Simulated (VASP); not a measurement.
Here is a VASP 6.6.1 calculation.

File INCAR:

```
SYSTEM = LiHf8O16
  PREC = Accurate
  ENCUT = 520
  EDIFF = 1E-6
  ISMEAR = -1
  SIGMA = 0.01
  LREAL = Auto
  LASPH = .TRUE.
  NELM = 100
  ALGO = Normal
  ISIF = 2
  LWAVE = .FALSE.
  LCHARG = .FALSE.
  GGA = PE
  IBRION = 2
  NSW = 90
  EDIFFG = -0.02
  NELECT = 178.0
```

KPOINTS

```
Automatic mesh
0
Gamma
  1 1 1
  0.25 0.25 0.25
```

File POSCAR:

```
LiHf8O16
1.0
    0.0000000000      5.0697034800      5.1017273300
    5.2943205200      0.0000000000      5.1017273300
    5.2943205200      5.0697034800      0.0000000000
Hf O Li
8 16 1
Direct
    0.2406699600      0.0083042400      0.0242459200
    0.7368629000      0.5031512100      0.5294327900
    0.2694469100      0.4705672100      0.9968487900
    0.7704204200      0.9744931300      0.4954986300
    0.2223423000      0.0249028400      0.5097283700
    0.7205672100      0.5194469100      0.0131371000
    0.2560278900      0.4882662000      0.4792349500
    0.7531512100      0.9868629000      0.9805530900
    0.0426738800      0.3404727000      0.0249533900
    0.5327349200      0.8306716600      0.5415847900
    0.4161437900      0.4584288800      0.6617144500
    0.9080999800      0.9750466100      0.1595273000
    0.1116944200      0.3781448800      0.3510956400
    0.6055694200      0.8846977300      0.8529200600
    0.3322241200      0.6511597100      0.1185050800
    0.8409349400      0.1489043600      0.6218551200
    0.1319581000      0.8603814700      0.4072004500
    0.6393926700      0.3592343300      0.9040539700
    0.3998292900      0.0918853100      0.1400893100
    0.8983034700      0.5955786900      0.6344621100
    0.2163593000      0.1625950200      0.7063890600
    0.7250466100      0.6580999800      0.2073261200
    0.0904727000      0.7926738800      0.8419000200
    0.5904727000      0.2926738800      0.3419000200
    0.8357340000      0.3400510000      0.3182220000
```

Potentials or basis: VASP PAW PBE potentials, release 64 (Hf_pv, O, Li_sv).

Command:

```sh
$ cat potpaw_PBE.64/Hf_pv/POTCAR potpaw_PBE.64/O/POTCAR potpaw_PBE.64/Li_sv/POTCAR > POTCAR
$ mpirun -np 1 vasp_std > vasp.out
```

Q: Estimate the energy gained by relaxing.

A: 66.3 meV/atom.

Forces on the atoms (eV/Å):
```
Hf  -0.005  0.003 -0.002
Hf   0.002  0.005 -0.001
Hf   0.004 -0.005 -0.001
Hf  -0.001  0.001 -0.003
Hf   0.006 -0.004 -0.001
Hf   0.002 -0.002  0.001
Hf   0.005  0.002 -0.004
Hf   0.002 -0.005  0.000
O    0.002  0.006 -0.002
O   -0.006  0.000  0.007
O    0.004  0.004  0.008
O    0.001  0.005  0.003
O   -0.003 -0.005  0.001
O   -0.001 -0.006  0.003
O   -0.002  0.000 -0.006
O    0.005  0.010 -0.006
O    0.001 -0.004 -0.007
O   -0.001 -0.006  0.000
O   -0.003 -0.001  0.006
O   -0.007 -0.005 -0.007
O   -0.012  0.004  0.006
O    0.003  0.002  0.002
O    0.008 -0.008  0.005
O    0.000  0.009  0.003
Li  -0.005  0.000 -0.004
```

Caveat: the cell carries a net charge on a neutralising background, which shifts energy and pressure.
